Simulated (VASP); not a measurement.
# CO2 (I-42d) in VASP: a series of runs

Runs on CO2. Level: PBE. Tasks: single point.

Program: VASP 6.6.1. These are calculated values, not measurements. Logs are shortened: lines on timing, memory, paths and dates and some standing lists are left out, and cuts for length are marked.

## 1. The cell of the first run

The structure is tetragonal, space group I-42d (No. 122). Conventional cell: a = 3.965 Å, b = 3.965 Å, c = 5.983 Å, α = 90.00°, β = 90.00°, γ = 90.00°. C (site symmetry -4) has 4 O at 1.40 Å within 1.9 Å. Within 1.9 Å of O (site symmetry 2) lie 2 C at 1.40 Å.

## 2. Single point, PBE

INCAR reads:

```
ALGO = Normal ; EDIFF = 1E-6
ENCUT = 910 ; GGA = PE
GGA_COMPAT = F ; ISIF = 2
ISMEAR = 0 ; LASPH = T
LCHARG = F ; LREAL = F
LWAVE = F ; NBANDS = 25
NELM = 120 ; PREC = Accurate
SIGMA = 0.05
```

KPOINTS reads:

```
k-points
0
Gamma
  10 10 10
```

POSCAR reads:

```
CO2
1.0
   -1.9824135382      1.9824135382      2.9913663684
    1.9824135382     -1.9824135382      2.9913663684
    1.9824135382      1.9824135382     -2.9913663684
C O
2 4
Direct
    0.0000000000      0.0000000000      0.0000000000
    0.7500000000      0.2500000000      0.5000000000
    0.3750000000      0.2893122308      0.4143122308
    0.7106877692      0.1250000000      0.0856877692
    0.8750000000      0.9606877692      0.5856877692
    0.0393122308      0.6250000000      0.9143122308
```

Potentials or basis: VASP PAW PBE potentials, release 64 (C_h, O_h).

Launch:

```console
$ cat potpaw_PBE.64/C_h/POTCAR potpaw_PBE.64/O_h/POTCAR > POTCAR
$ mpirun -np 1 vasp_std > vasp.out
```

OUTCAR:

```text
EDIFF = 1E-6
   ENCUT = 910
   GGA = PE
   ISIF = 2
   ISMEAR = 0
   LASPH = T
   LREAL = F
   NELM = 120
   PREC = Accurate

 ion  position               nearest neighbor table
   1  0.000  0.000  0.000-   3 1.40   4 1.40   5 1.40   6 1.40
   2  0.750  0.250  0.500-   3 1.40   4 1.40   5 1.40   6 1.40
   3  0.375  0.289  0.414-   1 1.40   2 1.40
   4  0.711  0.125  0.086-   1 1.40   2 1.40
   5  0.875  0.961  0.586-   1 1.40   2 1.40
   6  0.039  0.625  0.914-   1 1.40   2 1.40

  LATTYP: Found a body centered tetragonal cell.
 ALAT       =     3.9648270764
 C/A-ratio  =     1.5089517453

  Lattice vectors:

 A1 = (  -1.9824135382,   1.9824135382,   2.9913663684)
 A2 = (   1.9824135382,  -1.9824135382,   2.9913663684)
 A3 = (   1.9824135382,   1.9824135382,  -2.9913663684)

Analysis of symmetry for initial positions (statically):
=====================================================================
 Subroutine PRICEL returns:
 Original cell was already a primitive cell.

 Routine SETGRP: Setting up the symmetry group for a
 body centered tetragonal supercell.

 Subroutine GETGRP returns: Found  8 space group operations
 (whereof  4 operations were pure point group operations)
 out of a pool of 16 trial point group operations.

The static configuration has the point symmetry S_4 .
 The point group associated with its full space group is D_2d.

Analysis of symmetry for dynamics (positions and initial velocities):
=====================================================================
 Subroutine PRICEL returns:
 Original cell was already a primitive cell.

 Routine SETGRP: Setting up the symmetry group for a
 body centered tetragonal supercell.

 Subroutine GETGRP returns: Found  8 space group operations
 (whereof  4 operations were pure point group operations)
 out of a pool of 16 trial point group operations.

The dynamic configuration has the point symmetry S_4 .
 The point group associated with its full space group is D_2d.

 Subroutine INISYM returns: Found  8 space group operations
 (whereof  4 operations are pure point group operations),
 and found     1 'primitive' translations

----------------------------------------------------------------------------------------

                                     Primitive cell

  volume of cell :      47.0238

  direct lattice vectors                    reciprocal lattice vectors
    -1.982413538  1.982413538  2.991366368     0.000000000  0.252217809  0.167147697
     1.982413538 -1.982413538  2.991366368     0.252217809  0.000000000  0.167147697
     1.982413538  1.982413538 -2.991366368     0.252217809  0.252217809  0.000000000

  length of vectors
     4.099780436  4.099780436  4.099780436     0.302575901  0.302575901  0.356689847

  position of ions in fractional coordinates (direct lattice)
     0.000000000  0.000000000  0.000000000
     0.750000000  0.250000000  0.500000000
     0.375000000  0.289312231  0.414312231
     0.710687769  0.125000000  0.085687769
     0.875000000  0.960687769  0.585687769
     0.039312231  0.625000000  0.914312231

  ion indices of the primitive-cell ions
   primitive index   ion index
                 1           1
                 2           2
                 3           3
                 4           4
                 5           5
                 6           6

----------------------------------------------------------------------------------------

 KPOINTS: k-points

Automatic generation of k-mesh.
 Grid dimensions read from file:
 generate k-points for:   10   10   10

 Generating k-lattice:

  Cartesian coordinates                     Fractional coordinates (reciprocal lattice)
     0.000000000  0.025221781  0.016714770     0.100000000 -0.000000000  0.000000000
     0.025221781  0.000000000  0.016714770    -0.000000000  0.100000000  0.000000000
     0.025221781  0.025221781  0.000000000     0.000000000  0.000000000  0.100000000

  Length of vectors
     0.030257590  0.030257590  0.035668985

  Shift w.r.t. Gamma in fractional coordinates (k-lattice)
     0.000000000  0.000000000  0.000000000

 Subroutine IBZKPT returns following result:
 ===========================================

 Found    102 irreducible k-points:

 Following reciprocal coordinates:
            Coordinates               Weight
  0.000000  0.000000  0.000000      1.000000
  0.100000  0.000000 -0.000000      8.000000
  0.200000  0.000000 -0.000000      8.000000
  0.300000  0.000000 -0.000000      8.000000
  0.400000  0.000000 -0.000000      8.000000
  0.500000  0.000000 -0.000000      4.000000
[... 16 lines left out ...]
  0.300000  0.300000 -0.000000      8.000000
  0.400000  0.300000 -0.000000     16.000000
 [... further k-points ...]
   k-points           NKPTS =    102   k-points in BZ     NKDIM =    102   number of bands    NBANDS=     25
   number of dos      NEDOS =    301   number of ions     NIONS =      6
   total plane-waves  NPLWV =  64000
   dimension x,y,z NGX =    40 NGY =   40 NGZ =   40
   dimension x,y,z NGXF=    80 NGYF=   80 NGZF=   80
   ions per type =               2   4
   NGX,Y,Z   is equivalent  to a cutoff of  16.22, 16.22, 16.22 a.u.
   NGXF,Y,Z  is equivalent  to a cutoff of  32.44, 32.44, 32.44 a.u.
 SYSTEM =  unknown system
   PREC   = accura    normal or accurate (medium, high low for compatibility)
   ISTART =      0    job   : 0-new  1-cont  2-samecut
   ICHARG =      2    charge: 1-file 2-atom 10-const
   ISPIN  =      1    spin polarized calculation?
   LNONCOLLINEAR =      F non collinear calculations
   LSORBIT =      F    spin-orbit coupling
   LASPH  =      T    aspherical Exc in radial PAW
   ENCUT  =  910.0 eV  66.88 Ry    8.18 a.u.  10.08 10.08 10.08*2*pi/ulx,y,z
   NELM   =    120;   NELMIN=  2; NELMDL= -5     # of ELM steps
   EDIFF  = 0.1E-05   stopping-criterion for ELM
   LREAL  =      F    real-space projection
   EDIFFG = 0.1E-04   stopping-criterion for IOM
   NSW    =      0    number of steps for IOM
   IBRION =     -1    ionic relax: 0-MD 1-quasi-New 2-CG
   NFREE  =      0    steps in history (QN), initial steepest desc. (CG)
   ISIF   =      2    stress and relaxation
   ISYM   =      2    0-nonsym 1-usesym 2-fastsym
   POTIM  = 0.5000    time-step for ionic-motion
   TEBEG  =    0.0;   TEEND  =   0.0 temperature during run
   PSTRESS=    0.0 pullay stress
   NELECT =      32.0000    total number of electrons
   NUPDOWN=      -1.0000    fix difference up-down
   EMIN   =  10.00;   EMAX   =-10.00  energy-range for DOS
   EFERMI =   0.00;   METHOD = LEGACY
   ISMEAR =     0;   SIGMA  =   0.05  broadening in eV -4-tet -1-fermi 0-gaus
   EFERMI_NEDOS =   21; number of points for ismear=-14 and -15
   IALGO  =     38    algorithm
   IMIX   =      4    mixing-type and parameters
     AMIX     =   0.40;   BMIX     =  1.00
     AMIX_MAG =   1.60;   BMIX_MAG =  1.00
  volume/ion in A,a.u.               =       7.84        52.89
  Fermi-wavevector in a.u.,A,eV,Ry     =   1.439966  2.721140 28.211693  2.073501
  Thomas-Fermi vector in A             =   2.558762
   LORBIT       =      0    0 simple, 1 ext, 2 COOP (PROOUT), +10 PAW based schemes
   GGA     = PE    functional components
   LHFCALC =     F    Hartree Fock is set to
   AEXX    =    0.0000 exact exchange contribution
   IVDW    =     0    specifies the selected vdW correction
   LEPSILON=     F    determine dielectric tensor
   LRPA    =     F    only Hartree local field effects (RPA)
 non-spin polarized calculation
 Gauss-broadening in eV      SIGMA  =   0.05
  energy-cutoff  :      910.00
  volume of cell :       47.02
 maximum number of plane-waves:      2970
   NGX = 21   NGY = 21   NGZ = 21

 number of electron      32.0000006 magnetization

 Free energy of the ion-electron system (eV)
  ---------------------------------------------------
  ext. energy  EPLUGINS =         0.00000000
  ---------------------------------------------------
  free energy    TOTEN  =       -43.69548174 eV

  energy without entropy =      -43.69548174  energy(sigma->0) =      -43.69548174

 E-fermi :   3.3315     XC(G=0): -11.0954

 val. band max:        3.0588039136   @ k =   0.5000   0.5000   0.5000
 cond. band min:      10.7540933414   @ k =   0.0000   0.0000   0.0000
 fundamental gap:      7.6952894278
 Fermi energy:         3.3315072798

 k-point     1 :       0.0000    0.0000    0.0000
  band No.  band energies     occupation
      1     -20.8587      2.00000
      2     -15.8204      2.00000
      3     -15.8204      2.00000
      4     -15.1385      2.00000
      5     -11.4639      2.00000
      6      -6.5315      2.00000
[... 17 lines left out ...]
     24      18.2091      0.00000
     25      18.2091      0.00000

 k-point     2 :       0.1000    0.0000   -0.0000
  band No.  band energies     occupation
      1     -20.7943      2.00000
      2     -15.9652      2.00000
      3     -15.8373      2.00000
      4     -15.2359      2.00000
      5     -11.2487      2.00000
      6      -6.5209      2.00000
[... 17 lines left out ...]
     24      18.1511      0.00000
     25      18.2848      0.00000

 k-point     3 :       0.2000    0.0000   -0.0000
  band No.  band energies     occupation
      1     -20.6083      2.00000
      2     -16.4128      2.00000
      3     -15.8770      2.00000
      4     -15.3748      2.00000
      5     -10.7523      2.00000
      6      -6.5119      2.00000
[... 552 lines left out ...]
 k-point    23 :       0.3000    0.3000   -0.0000
  band No.  band energies     occupation
      1     -19.6001      2.00000
      2     -18.0645      2.00000
      3     -16.0401      2.00000
      4     -15.7208      2.00000
      5      -9.1000      2.00000
      6      -7.1417      2.00000
[... 17 lines left out ...]
     24      17.6592      0.00000
     25      17.9786      0.00000

 k-point    24 :       0.4000    0.3000   -0.0000
  band No.  band energies     occupation
      1     -19.3743      2.00000
      2     -18.3453      2.00000
      3     -16.0176      2.00000
      4     -15.7615      2.00000
      5      -8.8858      2.00000
      6      -7.4613      2.00000
[... 17 lines left out ...]
     24      17.6560      0.00000
     25      18.1721      0.00000

 [... further k-points ...]

------------------------ aborting loop because EDIFF is reached ----------------------------------------

  FORCE on cell =-STRESS in cart. coord.  units (eV):
  Direction    XX          YY          ZZ          XY          YZ          ZX
  --------------------------------------------------------------------------------------
  -------------------------------------------------------------------------------------
  Total       -0.1653813     -0.1653813     -0.1963016      0.0000000     -0.0000000      0.0000000
  in kB       -5.6348038     -5.6348038     -6.6883078      0.0000000     -0.0000000      0.0000000
  external PRESSURE =      -5.9859718 kB  Pullay stress =       0.0000000 kB

 VOLUME and BASIS-vectors are now :
 -----------------------------------------------------------------------------
  energy-cutoff  :      910.00
  volume of cell :       47.02
      direct lattice vectors                 reciprocal lattice vectors
    -1.982413538  1.982413538  2.991366368     0.000000000  0.252217809  0.167147697
     1.982413538 -1.982413538  2.991366368     0.252217809  0.000000000  0.167147697
     1.982413538  1.982413538 -2.991366368     0.252217809  0.252217809  0.000000000

 POSITION                                       TOTAL-FORCE (eV/Angst)
 -----------------------------------------------------------------------------------
      0.00000      0.00000      0.00000         0.000000      0.000000      0.000000
      0.00000      1.98241      1.49568         0.000000      0.000000     -0.000000
      0.65147      0.99121      0.74784         0.008461     -0.000000      0.000000
     -0.99121      1.33094      2.24352         0.000000     -0.008461     -0.000000
      1.33094      0.99121      3.73921        -0.008461      0.000000     -0.000000
      2.97362      0.65147     -0.74784        -0.000000      0.008461      0.000000
 -----------------------------------------------------------------------------------
    total drift:                                0.000001      0.000001      0.000001

  FREE ENERGIE OF THE ION-ELECTRON SYSTEM (eV)
  ---------------------------------------------------
  free  energy   TOTEN  =       -43.6954817362 eV

  energy  without entropy=      -43.6954817362  energy(sigma->0) =      -43.69548174
```

It took 1.7 min on 1 thread of Intel Xeon 6975P-C (Granite Rapids), shared host; peak memory 0.36 GiB.

Results:

```yaml
Free_energy: -43.6955 eV
Pressure: -0.6 GPa
Largest_force: 0.008 eV/Å
Band_gap_on_the_k_mesh: 7.70 eV (least direct gap 8.12 eV)
```

Forces in eV/Å, atoms in the order of the input:
```
C    0.000  0.000  0.000
C    0.000  0.000  0.000
O    0.008  0.000  0.000
O    0.000 -0.008  0.000
O   -0.008  0.000  0.000
O    0.000  0.008  0.000
```

Caveat: the cutoff is under 1.25 times the usual one of these potentials, so pressure, stress and relaxed cells hold a basis-set (Pulay) error.

## 3. Single point, PBE (7.99 Å³/atom)

This run uses another cell than the first one, of 7.99 Å³/atom.

INCAR reads:

```
SYSTEM = CO2
  ALGO = Normal
  EDIFF = 1E-6
  ENCUT = 910
  GGA = PE
  GGA_COMPAT = .FALSE.
  ISIF = 2
  ISMEAR = 0
  LASPH = .TRUE.
  LCHARG = .FALSE.
  LREAL = .FALSE.
  LWAVE = .FALSE.
  NBANDS = 25
  NELM = 120
  PREC = Accurate
  SIGMA = 0.05
```

KPOINTS reads:

```
k-points
0
G
  10 10 10
  0 0 0
```

POSCAR reads:

```
CO2
1.0
   -2.0001255240      2.0001255240      2.9973936589
    2.0001255240     -2.0001255240      2.9973936589
    2.0001255240      2.0001255240     -2.9973936589
C O
2 4
Direct
    0.0000000000      0.0000000000      0.0000000000
    0.7500000000      0.2500000000      0.5000000000
    0.3750000000      0.2859692735      0.4109692735
    0.7140307265      0.1250000000      0.0890307265
    0.8750000000      0.9640307265      0.5890307265
    0.0359692735      0.6250000000      0.9109692735
```

Potentials or basis: VASP PAW PBE potentials, release 64 (C_h, O_h).

Launch:

```console
$ cat potpaw_PBE.64/C_h/POTCAR potpaw_PBE.64/O_h/POTCAR > POTCAR
$ mpirun -np 1 vasp_std > vasp.out
```

Run time: 4.5 min. Hardware: 1 thread of Intel Xeon Platinum 8259CL at 2.50GHz (Skylake/Cascade Lake), shared host; peak memory 0.39 GiB.

It converged, with:

```yaml
Free_energy: -43.6886 eV
Pressure: -3.3 GPa
Largest_force: 0.005 eV/Å
Band_gap_on_the_k_mesh: 7.65 eV (least direct gap 8.10 eV)
```

Forces in eV/Å, atoms in the order of the input:
```
C    0.000  0.000  0.000
C    0.000  0.000  0.000
O    0.005  0.000  0.000
O    0.000 -0.005  0.000
O   -0.005  0.000  0.000
O    0.000  0.005  0.000
```

Levels at points of the mesh, in eV from the valence-band top:
```
           k point  band 12  band 13  band 14  band 15  band 16  band 17  band 18  band 19  band 20  band 21
(0.00, 0.00, 0.00)    -1.12    -1.12    -0.91    -0.91    -0.46     7.65     8.94     9.11     9.11    12.26
(0.50, 0.00, 0.00)    -2.19    -1.66    -1.32    -0.41    -0.01     8.14     9.28     9.46    10.23    12.33
(0.50, 0.50, 0.00)    -2.64    -0.67    -0.67    -0.49    -0.49     8.73     8.73     9.80     9.80    11.68
(0.50, 0.50, 0.50)    -3.10    -2.82    -2.82     0.00     0.00     8.90     8.90    10.43    10.43    11.41
```

Caveat: the cutoff is under 1.25 times the usual one of these potentials, so pressure, stress and relaxed cells hold a basis-set (Pulay) error; the cell stands under tension. A k mesh can miss the band edges.
